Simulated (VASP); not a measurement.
**VH2: single point with r2SCAN**

Crystal: VH2.

```xyz
6
Lattice="2.1147 2.1147 0.0000 -2.1147 2.1147 0.0000 0.0000 0.0000 4.1624" Properties=species:S:1:pos:R:3 pbc="T T T"
V     0.0000    0.0000    0.0000
V     0.0000    2.1147    2.0812
H    -1.0573    1.0573    3.1218
H     1.0573    1.0573    3.1218
H     1.0573    1.0573    1.0406
H    -1.0573    1.0573    1.0406
```

This cell differs from its parent crystal: biaxial strain in the a-b plane: +1.0 %.

```yaml
Program: VASP 6.6.1
Task: single point
Functional: r2SCAN
Potentials_or_basis: VASP PAW PBE potentials, release 64 (V_sv, H)
Cutoff: 520 eV
k_mesh: 12 × 12 × 8
Occupations: gaussian, width 0.1 eV
Spin: no spin polarisation
```

* Pressure: -2.1 GPa
* Band gap on the k mesh: zero (bands 15 and 16 overlap by 2.58 eV)

Stress tensor (GPa, compression positive):
```
-3.07  0.00  0.00
 0.00 -3.07  0.00
 0.00  0.00 -0.15
```

Levels at points of the mesh, in eV from the Fermi level:
| k point | band 11 | band 12 | band 13 | band 14 | band 15 | band 16 | band 17 | band 18 | band 19 | band 20 |
| --- | --- | --- | --- | --- | --- | --- | --- | --- | --- | --- |
| (0.00, 0.00, 0.00) | -6.08 | -3.83 | -1.08 | -1.08 | -0.98 | 0.72 | 0.84 | 0.85 | 1.68 | 1.74 |
| (0.50, 0.00, 0.00) | -5.93 | -5.93 | -1.61 | -1.61 | 0.05 | 0.05 | 0.37 | 0.37 | 2.14 | 2.14 |
| (0.50, 0.50, 0.00) | -6.33 | -6.33 | -3.85 | -3.85 | 1.69 | 1.69 | 1.69 | 1.69 | 1.78 | 1.78 |
| (0.00, 0.00, 0.50) | -5.29 | -5.29 | -0.74 | -0.74 | -0.05 | -0.05 | -0.05 | -0.05 | 1.18 | 1.18 |
| (0.50, 0.00, 0.50) | -6.21 | -6.21 | -0.97 | -0.97 | -0.84 | -0.84 | 1.59 | 1.59 | 1.63 | 1.63 |
| (0.50, 0.50, 0.50) | -6.72 | -6.72 | -2.83 | -2.83 | 0.39 | 0.39 | 1.70 | 1.70 | 3.63 | 3.63 |

Run time: 4.1 min on 1 thread of Intel(R) Xeon(R) Platinum 8259CL CPU @ 2.50GHz (Skylake/Cascade Lake), with other jobs on the host, peak memory 0.23 GiB.

Caveat: the cell differs from its parent crystal (biaxial strain in the a-b plane: +1.0 %); the PAW data sets were made with another functional, which shifts forces and pressure a little.
